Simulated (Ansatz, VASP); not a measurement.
**One calculation of Mg2C3, two programs**

```
Mg C
1.0
     2.38702   -2.33977   -0.13794
     2.38702    2.33906    0.12525
    -1.22536    0.27329    4.85842
Mg C
2 3
Direct
  0.80824 0.80824 0.19843
  0.19176 0.19176 0.80157
  0.30417 0.30417 0.26146
  0.69583 0.69583 0.73854
  0.50000 0.50000 0.50000
```

Change from the starting cell: strain +0.1125 x Voigt [0, 0, 0, 1, 0, 0], atoms carried along.

Alike in both runs: task single point; functional r2SCAN; k mesh 8 × 8 × 6; occupations gaussian, width 0.05 eV; no spin polarisation.

|  | VASP | Ansatz |
| --- | --- | --- |
| version | VASP 6.6.1 | Ansatz 0.2.0 |
| potentials or method | VASP PAW PBE potentials, release 64 (Mg_sv, C), cutoff 750 eV | scalar-relativistic, plane waves, PAW |
| valence electrons in the cell | 32 | 32 |

|  | VASP | Ansatz | Ansatz less VASP |
| --- | --- | --- | --- |
| gap on the k mesh at the Fermi level (eV) | 1.56 | 1.55 | -0.008 |
| least direct gap on the mesh (eV) | 2.28 | 2.27 | -0.009 |
| pressure (GPa) | 0.1 | 0.2 | +0.18 |
| traceless stress, the component that is largest in VASP (GPa) | -8.96 | -9.05 | -0.082 |
| rms of the force components (eV/Å) | 0.124 | 0.126 | +0.0018 |

VASP's potentials were made for PBE, not for r2SCAN. Atom by atom the forces differ by 0.024 eV/Å (rms over components).
